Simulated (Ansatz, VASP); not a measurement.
PdPt2S6: VASP beside Ansatz

The input INCAR:

```
SYSTEM = PdPt2S6
PREC     = Accurate       ! precision mode
ENCUT    = 520            ! plane-wave cutoff, eV
EDIFF    = 1E-7           ! SCF threshold, eV
ISMEAR   = 0              ! smearing method
SIGMA    = 0.02           ! smearing width, eV
LREAL    = .FALSE.        ! projectors in reciprocal space
LASPH    = .TRUE.         ! aspherical terms in the spheres
NELM     = 100            ! most SCF steps
ALGO     = Normal         ! electronic algorithm
ISIF     = 2              ! what is computed and relaxed
LWAVE    = .FALSE.        ! write WAVECAR
LCHARG   = .TRUE.         ! write CHGCAR
GGA      = PE             ! functional
LELF     = .TRUE.         ! ELF
LVHAR    = .TRUE.       
NBANDS   = 43             ! bands
```

The input KPOINTS:

```
Automatic mesh
0
G
  12 12 2
  0 0 0
```

Contents of POSCAR:

```
PdPt2S6
1.0
    3.5712623790      0.0000000000      0.0000000000
   -1.7856311895      3.0928039438      0.0000000000
    0.0000000000      0.0000000000     18.9619119872
Pd Pt S
1 2 6
Direct
    0.0000000000      0.0000000000      0.0000000000
    0.0000000000      0.0000000000      0.3322918863
    0.0000000000      0.0000000000      0.6677081137
    0.3333333333      0.6666666667      0.0648732315
    0.3333333333      0.6666666667      0.3971817029
    0.3333333333      0.6666666667      0.7325914959
    0.6666666667      0.3333333333      0.2674085041
    0.6666666667      0.3333333333      0.6028182971
    0.6666666667      0.3333333333      0.9351267685
```

Input for Ansatz:

```yaml
crystal:
  lattice:
    - [3.571262379, 0.0, 0.0]
    - [-1.7856311895, 3.0928039438, 0.0]
    - [0.0, 0.0, 18.9619119872]
  atoms:
    - { symbol: Pd, position: [0.0, 0.0, 0.0] }
    - { symbol: Pt, position: [0.0, 0.0, 0.3322918863] }
    - { symbol: Pt, position: [0.0, 0.0, 0.6677081137] }
    - { symbol: S, position: [0.3333333333, 0.6666666667, 0.0648732315] }
    - { symbol: S, position: [0.3333333333, 0.6666666667, 0.3971817029] }
    - { symbol: S, position: [0.3333333333, 0.6666666667, 0.7325914959] }
    - { symbol: S, position: [0.6666666667, 0.3333333333, 0.2674085041] }
    - { symbol: S, position: [0.6666666667, 0.3333333333, 0.6028182971] }
    - { symbol: S, position: [0.6666666667, 0.3333333333, 0.9351267685] }
basis:
  ecutwfc: 420
kpoints:
  mp_grid: { grid: [12, 12, 2] }
  band_path:
    path:
      - [[0.0, 0.0, 0.0], [0.5, 0.0, 0.0], [0.33333333, 0.33333333, 0.0], [0.0, 0.0, 0.0], [0.0, 0.0, 0.5], [0.5, 0.0, 0.5], [0.33333333, 0.33333333, 0.5], [0.0, 0.0, 0.5]]
      - [[0.5, 0.0, 0.5], [0.5, 0.0, 0.0]]
      - [[0.33333333, 0.33333333, 0.5], [0.33333333, 0.33333333, 0.0]]
    npoints: 14
hamiltonian:
  xc: pbe
scf:
  occupations: { method: gaussian, width: 0.02 }
  n_extra_bands: 22
output:
  forces: true
  stress: true
  eigenvalues: true
  populations: true
  dos: { projected: true, de: 0.02, nscf_kmesh: { grid: [18, 18, 3] } }
  bader: true
  write_density: true
  write_potential: true
  elf: true
  volumetric_format: npy
```

Alike in both runs: task single point; functional PBE; k mesh 12 × 12 × 2; occupations gaussian, width 0.02 eV; no spin polarisation.

|  | VASP | Ansatz |
| --- | --- | --- |
| version | VASP 6.6.1 | Ansatz 0.2.0 |
| potentials or method | VASP PAW PBE potentials, release 64 (Pd, Pt, S), cutoff 520 eV | scalar-relativistic, plane waves, PAW |
| valence electrons in the cell | 66 | 90 |

VASP gave:

- gap on the k mesh at the Fermi level (eV): 1.05
- least direct gap on the mesh (eV): 1.19
- pressure (GPa): -0.3
- traceless stress, the component that is largest in VASP (GPa): 0.11
- rms of the force components (eV/Å): 0.016

Question: What did Ansatz give for the same quantities?

Answer: gap on the k mesh at the Fermi level (eV): 1.06; least direct gap on the mesh (eV): 1.19; pressure (GPa): 0.0; traceless stress, the component that is largest in VASP (GPa): 0.03; rms of the force components (eV/Å): 0.000.

Atom by atom the forces differ by 0.016 eV/Å (rms over components). VASP's potentials hold 66 valence electrons a cell and Ansatz's 90, so a difference there can come from the potentials and not from the codes.

Spin-orbit coupling is off throughout.
